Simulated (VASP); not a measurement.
Set up this calculation in VASP 6.6.1, as the native input.

| Item | Value |
| --- | --- |
| Task | single point |
| Functional | r2SCAN |
| Potentials or basis | VASP PAW PBE potentials, release 64 (Pd, Ge_d) |
| Cutoff | 520 eV |
| k mesh | 7 × 7 × 7 |
| Occupations | fermi-dirac, width 0.05 eV |
| Spin | no spin polarisation |
| Dipole correction | no |
| Further INCAR settings | ALGO = Normal; EDIFF = 1e-07; NBANDS = 34 |

The system is Ge3Pd.

```
CELL_PARAMETERS angstrom
4.08604 0.00000 0.00000
0.00000 4.08604 0.00000
0.00000 0.00000 4.08604
ATOMIC_POSITIONS crystal
Pd 0.00000 0.00000 0.00000
Ge 0.50000 0.50000 0.00000
Ge 0.50000 0.00000 0.50000
Ge 0.00000 0.50000 0.50000
```

These files were run (other wordings do the same):

POSCAR

```
Ge3Pd
1.0
    4.0860428539      0.0000000000      0.0000000000
    0.0000000000      4.0860428539      0.0000000000
    0.0000000000      0.0000000000      4.0860428539
Pd Ge
1 3
Direct
    0.0000000000      0.0000000000      0.0000000000
    0.5000000000      0.5000000000      0.0000000000
    0.5000000000      0.0000000000      0.5000000000
    0.0000000000      0.5000000000      0.5000000000
```

INCAR.step1

```
SYSTEM = Ge3Pd
PREC = Accurate
ENCUT = 520
ISMEAR = -1
SIGMA = 0.05
LREAL = .False.
LASPH = .True.
NELM = 100
NBANDS = 34
GGA = PE
ALGO = Normal
EDIFF = 1E-4
LWAVE = .True.
LCHARG = .False.
```

INCAR.step2

```
SYSTEM = Ge3Pd
PREC = Accurate
ENCUT = 520
EDIFF = 1E-7
ISMEAR = -1
SIGMA = 0.05
LREAL = .False.
LASPH = .True.
NELM = 100
ALGO = Normal
ISIF = 2
LWAVE = .False.
LCHARG = .False.
METAGGA = R2SCAN
LMIXTAU = .True.
NBANDS = 34
ISTART = 1
```

KPOINTS

```
Automatic mesh
0
Gamma
  7 7 7
  0 0 0
```

Potentials or basis: VASP PAW PBE potentials, release 64 (Pd, Ge_d).

Run with:

```bash
$ cat potpaw_PBE.64/Pd/POTCAR potpaw_PBE.64/Ge_d/POTCAR > POTCAR
$ cp INCAR.step1 INCAR
$ mpirun -np 1 vasp_std > vasp.out
$ cp INCAR.step2 INCAR
$ mpirun -np 1 vasp_std > vasp.out
```

It gave:

```yaml
Pressure: 0.9 GPa
Band_gap_on_the_k_mesh: zero (band 26 reaches 8.23 eV, above the bottom of band 27 at 6.46 eV)
```

Caveat: the PAW data sets were made with another functional, which shifts forces and pressure a little.

Wall time 4.6 min on 1 thread of AMD EPYC 7R13, with other jobs on the host, peak memory 0.16 GiB.
